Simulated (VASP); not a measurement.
Set up this calculation in VASP 6.6.1, as the native input.

```yaml
Task: single point
Functional: PBE
Potentials_or_basis: VASP PAW PBE potentials, release 64 (Bi_d, Te)
Cutoff: 520 eV
k_mesh: 7 × 7 × 7
Occupations: fermi-dirac, width 0.05 eV
Spin: no spin polarisation
Dipole_correction: no
Further_INCAR_settings: ALGO = Normal; EDIFF = 1e-06; NBANDS = 18
```

The structure of BiTe lies in POSCAR:

```
BiTe
1.0
    0.0000000000      3.2558116251      3.2558116251
    3.2558116251      0.0000000000      3.2558116251
    3.2558116251      3.2558116251      0.0000000000
Bi Te
1 1
Direct
    0.0000000000      0.0000000000      0.0000000000
    0.5000000000      0.5000000000      0.5000000000
```

The input as run:

INCAR

```
SYSTEM = BiTe
ALGO = Normal
EDIFF = 1E-6
ENCUT = 520
GGA = PE
ISIF = 2
ISMEAR = -1
LASPH = .True.
LCHARG = .True.
LELF = .True.
LREAL = .False.
LVHAR = .True.
LWAVE = .False.
NBANDS = 18
NELM = 80
PREC = Accurate
SIGMA = 0.05
```

KPOINTS

```
k-points
0
Gamma
  7 7 7
  0 0 0
```

Potentials or basis: VASP PAW PBE potentials, release 64 (Bi_d, Te).

The run is started by

```bash
$ cat potpaw_PBE.64/Bi_d/POTCAR potpaw_PBE.64/Te/POTCAR > POTCAR
$ mpirun -np 1 vasp_std > vasp.out
```

It gave:

```
Pressure               : -0.1 GPa
Band gap on the k mesh : zero (an odd number of electrons rules out a gap without spin polarisation)
```

Caveat: spin-orbit coupling is left out, which moves the levels of the heavy elements.

Wall time 44 s on 1 thread of Intel Xeon 8259CL, on a shared host, peak memory 0.21 GiB.
